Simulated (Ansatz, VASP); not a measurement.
# AsIr in VASP and in Ansatz

```
As Ir
1.0
     0.00000    3.18167    3.18167
     3.18167    0.00000    3.18167
     3.18167    3.18167    0.00000
As Ir
2 2
Direct
  0.50000 0.50000 0.50000
  0.75000 0.75000 0.75000
  0.00000 0.00000 0.00000
  0.25000 0.25000 0.25000
```

Alike in both runs: task relaxation of cell and atoms; functional PBE; k mesh 12 × 12 × 12; occupations gaussian, width 0.1 eV; no spin polarisation.

|  | VASP | Ansatz |
| --- | --- | --- |
| version | VASP 6.6.1 | Ansatz 0.2.0 |
| potentials or method | VASP PAW PBE potentials, release 64 (As, Ir), cutoff 600 eV | scalar-relativistic, plane waves, PAW |
| valence electrons in the cell | 28 | 64 |

Ansatz gave:

| Item | Value |
| --- | --- |
| gap on the k mesh at the Fermi level, each at its own relaxed structure (eV) | none |
| relaxed volume (Å³/atom) | 16.08 |
| relaxed cell length with the largest relative difference (Å) | 4.498 |

Estimate VASP's values.

gap on the k mesh at the Fermi level, each at its own relaxed structure (eV): none; relaxed volume (Å³/atom): 16.12; relaxed cell length with the largest relative difference (Å): 4.501.

A gap of «none» marks a metal or a gap that the smearing closes. VASP's potentials hold 28 valence electrons a cell and Ansatz's 64, so a difference there can come from the potentials and not from the codes.

Neither program's run includes spin-orbit coupling.
